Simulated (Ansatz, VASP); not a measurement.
Ca: VASP beside Ansatz

File INCAR:

```
ALGO = Fast
EDIFF = 1E-6
ENCUT = 520
GGA = PS
ISIF = 2
ISMEAR = 0
LASPH = True
LCHARG = True
LELF = True
LREAL = False
LVHAR = True
LWAVE = False
NBANDS = 11
NELM = 80
PREC = Accurate
SIGMA = 0.15
```

The input KPOINTS:

```
k-points
0
Gamma
  16 16 16
```

Contents of POSCAR:

```
Ca
1.0
   -2.2706887450      2.2706887450      2.1798611952
    2.2706887450     -2.2706887450      2.1798611952
    2.2706887450      2.2706887450     -2.1798611952
Ca
1
Direct
    0.0000000000      0.0000000000      0.0000000000
```

Input for Ansatz:

```yaml
crystal:
  lattice:
    - [-2.270688745, 2.270688745, 2.1798611952]
    - [2.270688745, -2.270688745, 2.1798611952]
    - [2.270688745, 2.270688745, -2.1798611952]
  atoms:
    - { symbol: Ca, position: [0.0, 0.0, 0.0] }
basis:
  ecutwfc: 420
kpoints:
  mp_grid: { grid: [16, 16, 16] }
hamiltonian:
  xc: pbesol
scf:
  occupations: { method: gaussian, width: 0.15 }
output:
  forces: true
  stress: true
  eigenvalues: true
```

Alike in both runs: task single point; functional PBEsol; k mesh 16 × 16 × 16; occupations gaussian, width 0.15 eV; no spin polarisation.

```csv
,VASP,Ansatz
version,VASP 6.6.1,Ansatz 0.2.0
potentials or method,"VASP PAW PBE potentials, release 64 (Ca_sv), cutoff 520 eV","scalar-relativistic, plane waves, PAW"
valence electrons in the cell,10,10
```

```csv
,VASP,Ansatz,Ansatz less VASP
gap on the k mesh at the Fermi level (eV),none,none,-
pressure (GPa),-1.5,-1.6,-0.02
```

VASP's potentials were made for PBE, not for PBEsol. A gap of «none» marks a metal or a gap that the smearing closes.
